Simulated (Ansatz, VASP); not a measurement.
## One calculation of CuSi8Ni8, two programs

```xyz
17
Lattice="0.0000 3.3651 5.7333 5.1837 0.0000 5.7333 5.1837 3.3651 0.0000" Properties=species:S:1:pos:R:3 pbc="T T T"
Si    4.1978    2.7475    3.4981
Si    9.3815    5.6701    9.2315
Si    0.9117    0.8437    2.5158
Si    6.4313    4.2088    7.7557
Si    6.8412    2.4614    5.2752
Si    1.6576    2.5911    5.2752
Si    8.6509    4.2088    6.2291
Si    3.4674    4.2088    5.9839
Ni    2.6094    0.8437    4.0789
Ni    7.6575    4.2088    9.6154
Ni    2.5608    2.4220    1.7519
Ni    7.7445    5.9956    7.4853
Ni    5.1637    0.8437    4.6732
Ni    5.3705    4.2088    4.7914
Ni    5.1577    2.3803    6.8082
Ni    5.1577    6.0374    6.8082
Cu    4.2630    4.2088    8.1101
```

Alike in both runs: functional PBE; k mesh 4 × 4 × 4; occupations fermi-dirac, width 0.5 eV; no spin polarisation.

Ansatz relaxed the structure, and its values are those at the end. VASP's run is a single point on that final structure, the one shown.

|  | VASP | Ansatz |
| --- | --- | --- |
| version | VASP 6.6.1 | Ansatz 0.2.0 |
| potentials or method | VASP PAW PBE potentials, release 64 (Si, Ni, Cu), cutoff 520 eV | plane-wave PAW DFT |
| valence electrons in the cell | 123 | 195 |

```csv
,VASP,Ansatz,Ansatz less VASP
rms of the force components (eV/Å),0.009,0.002,-0.0062
```

VASP's potentials hold 123 valence electrons a cell and Ansatz's 195, so a difference there can come from the potentials and not from the codes.
